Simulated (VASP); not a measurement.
**SiGe2N2: single point with PBE**

The system is SiGe2N2.

```
Si Ge N
1.0
     6.58288    0.00000    0.00000
     0.00000    6.58288    0.00000
     0.00000    0.00000    3.32101
Si Ge N
2 4 4
Direct
  0.00000 0.00000 0.00000
  0.50000 0.50000 0.00000
  0.34121 0.84121 0.50000
  0.15879 0.34121 0.50000
  0.65879 0.15879 0.50000
  0.84121 0.65879 0.50000
  0.13587 0.63587 0.50000
  0.36413 0.13587 0.50000
  0.86413 0.36413 0.50000
  0.63587 0.86413 0.50000
```

```yaml
Program: VASP 6.6.1
Task: single point
Functional: PBE
Potentials_or_basis: VASP PAW PBE potentials, release 64 (Si, Ge_d, N)
Cutoff: 520 eV
k_mesh: 4 × 4 × 4
Occupations: gaussian, width 0.1 eV
Spin: no spin polarisation
Dipole_correction: no
Further_INCAR_settings: ALGO = Normal; EDIFF = 1e-06; NBANDS = 53
```

```json
{
  "Pressure": "-0.1 GPa",
  "Largest force": "0.047 eV/Å",
  "Band gap on the k mesh": "zero (band 42 reaches 7.49 eV, above the bottom of band 43 at 6.05 eV)"
}
```

Forces in eV/Å, atoms in the order of the input:
```
Si   0.000  0.000  0.000
Si   0.000  0.000  0.000
Ge  -0.033 -0.033  0.000
Ge   0.033 -0.033  0.000
Ge   0.033  0.033  0.000
Ge  -0.033  0.033  0.000
N    0.020  0.020  0.000
N   -0.020  0.020  0.000
N   -0.020 -0.020  0.000
N    0.020 -0.020  0.000
```

Stress tensor (GPa, compression positive):
```
-0.02  0.00  0.00
 0.00 -0.02  0.00
 0.00  0.00 -0.16
```

Levels at points of the mesh, in eV from the Fermi level:
```csv
k point,band 38,band 39,band 40,band 41,band 42,band 43,band 44,band 45,band 46,band 47
"(0.00, 0.00, 0.00)",-2.00,-1.71,-1.71,-1.49,0.29,0.75,0.75,2.62,2.62,2.79
"(0.50, 0.00, 0.00)",-1.57,-1.02,-1.02,-0.63,-0.63,0.84,0.84,2.62,2.62,2.69
"(0.50, 0.50, 0.00)",-2.58,-1.84,-1.84,1.00,1.00,1.07,1.07,2.51,2.51,3.38
"(0.00, 0.00, 0.50)",-3.36,-3.16,-1.81,-1.81,-1.56,-0.07,0.91,0.91,1.22,1.50
"(0.50, 0.00, 0.50)",-4.08,-1.48,-1.48,-1.47,-1.47,0.43,0.43,0.96,0.96,2.38
"(0.50, 0.50, 0.50)",-2.40,-2.29,-2.29,-0.19,-0.19,-0.13,-0.13,-0.08,-0.08,0.10
```

It took 65 s on 1 thread of Intel(R) Xeon(R) 6975P-C (Granite Rapids) (shared host), peak memory 0.3 GiB.

Caveat: the k points lie up to 0.47 Å⁻¹ apart.
